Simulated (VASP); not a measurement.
Write the native input for VASP 6.6.1 that does the following.

| Property | Result |
| --- | --- |
| Task | single point |
| Functional | PBE |
| Potentials or basis | VASP PAW PBE potentials, release 64 (Ga_d, Mo_sv) |
| Cutoff | 520 eV |
| k mesh | 6 × 6 × 4 |
| Occupations | gaussian, width 0.1 eV |
| Spin | collinear spin, ferromagnetic start |
| Starting moments | [0.0, 1.0] μB |
| Dipole correction | no |
| Further INCAR settings | ALGO = Fast; EDIFF = 1e-06; NBANDS = 24 |

The structure of GaMo lies in POSCAR:

```
GaMo
1.0
    2.8676860419      0.0000000000      0.0000000000
   -1.4338430209      2.4834889623      0.0000000000
    0.0000000000      0.0000000000      4.3898390165
Ga Mo
1 1
Direct
    0.3333333333      0.6666666667      0.0000000000
    0.0000000000      0.0000000000      0.5000000000
```

The input as run:

INCAR

```
  PREC = Accurate
  ENCUT = 520
  EDIFF = 1E-6
  ISMEAR = 0
  SIGMA = 0.1
  LREAL = F
  LASPH = T
  NELM = 150
  ALGO = Fast
  ISIF = 2
  LWAVE = F
  LCHARG = F
  ISPIN = 2
  MAGMOM = 0 1
  LORBIT = 11
  LMAXMIX = 4
  GGA = PE
  NBANDS = 24
```

KPOINTS

```
Automatic mesh
0
Gamma
  6 6 4
```

Potentials or basis: VASP PAW PBE potentials, release 64 (Ga_d, Mo_sv).

The run is started by

```sh
$ cat potpaw_PBE.64/Ga_d/POTCAR potpaw_PBE.64/Mo_sv/POTCAR > POTCAR
$ mpirun -np 1 vasp_std > vasp.out
```

Results of the run:

```json
{"Pressure": "0.3 GPa", "Net moment": "0.00 μB per cell", "Valence electrons inside the program's atomic spheres": "Ga 11.74; Mo 12.37"}
```

Caveat: the k points lie up to 0.42 Å⁻¹ apart.

It took 16 s on 1 thread of Intel(R) Xeon(R) 6975P-C (Granite Rapids), on a shared host, peak memory 0.17 GiB.
